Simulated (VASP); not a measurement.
N, 2 atoms in the cell. It takes space group P6_3/mmc (No. 194, hexagonal). The conventional cell has a = 2.519 Å, b = 2.519 Å, c = 2.446 Å, α = 90.00°, β = 90.00°, γ = 120.00°. Within 2.6 Å of N (site symmetry -6m2) lie 14 N at 1.90 to 2.52 Å. 

* Program: VASP 6.6.1
* Task: single point
* Functional: PBE
* Potentials or basis: VASP PAW PBE potentials, release 64 (N)
* Cutoff: 600 eV
* k mesh: 5 × 5 × 5
* Occupations: gaussian, width 0.1 eV
* Spin: no spin polarisation
* Hubbard terms: N p U = 1.6 eV
* Dipole correction: no
* Further INCAR settings: ALGO = Normal; EDIFF = 1e-06; NBANDS = 12

Potentials or basis: VASP PAW PBE potentials, release 64 (N).

Run with:

```sh
$ cat potpaw_PBE.64/N/POTCAR > POTCAR
$ mpirun -np 1 vasp_std > vasp.out
```

Hardware: 1 thread of Intel Xeon 8259CL, on a shared host.

Estimate the wall time of this run.

Run time: 3.1 s on 1 thread of Intel Xeon 8259CL, on a shared host, peak memory 0.11 GiB. Counts: scf iterations 10, k points 15.
